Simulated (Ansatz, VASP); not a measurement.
One calculation of BN, two programs

The input INCAR:

```
SYSTEM = BN
PREC = Accurate
ENCUT = 520
EDIFF = 1E-7
ISMEAR = 0
SIGMA = 0.05
LREAL = .FALSE.
LASPH = .TRUE.
NELM = 100
ALGO = Normal
ISIF = 2
LWAVE = .FALSE.
LCHARG = .FALSE.
GGA = PS
NBANDS = 16
```

Contents of KPOINTS:

```
Automatic mesh
0
G
  12 12 4
  0 0 0
```

File POSCAR:

```
BN
1.0
    2.7068181878      0.0000000000      0.0000000000
   -1.3534090939      2.3441733141      0.0000000000
    0.0000000000      0.0000000000      6.7407893331
B N
2 2
Direct
    0.3333333333      0.6666666667      0.2500000000
    0.6666666667      0.3333333333      0.7500000000
    0.3333333333      0.6666666667      0.7500000000
    0.6666666667      0.3333333333      0.2500000000
```

Input for Ansatz:

```yaml
crystal:
  lattice:
    - [2.7068181878, 0.0, 0.0]
    - [-1.3534090939, 2.3441733141, 0.0]
    - [0.0, 0.0, 6.7407893331]
  atoms:
    - { symbol: B, position: [0.3333333333, 0.6666666667, 0.25] }
    - { symbol: B, position: [0.6666666667, 0.3333333333, 0.75] }
    - { symbol: "N", position: [0.3333333333, 0.6666666667, 0.75] }
    - { symbol: "N", position: [0.6666666667, 0.3333333333, 0.25] }
basis:
  ecutwfc: 520.0
kpoints:
  mp_grid: { grid: [12, 12, 4] }
hamiltonian:
  xc: pbesol
  pseudopotentials: { kind: paw, azcp: { folder: soft_1 } }
scf:
  occupations: { method: gaussian, width: 0.05 }
output:
  forces: true
  stress: true
  eigenvalues: true
```

Alike in both runs: task single point; functional PBEsol; k mesh 12 × 12 × 4; occupations gaussian, width 0.05 eV; no spin polarisation.

|  | VASP | Ansatz |
| --- | --- | --- |
| version | VASP 6.6.1 | Ansatz 0.2.0 |
| potentials or method | VASP PAW PBE potentials, release 64 (B, N), cutoff 520 eV | scalar-relativistic, plane waves, PAW |
| valence electrons in the cell | 16 | 16 |

```csv
,VASP,Ansatz,Ansatz less VASP
gap on the k mesh at the Fermi level (eV),3.76,3.76,+0.005
least direct gap on the mesh (eV),4.00,4.00,+0.003
```

VASP's potentials were made for PBE, not for PBEsol, and Ansatz warns of the same on its side.
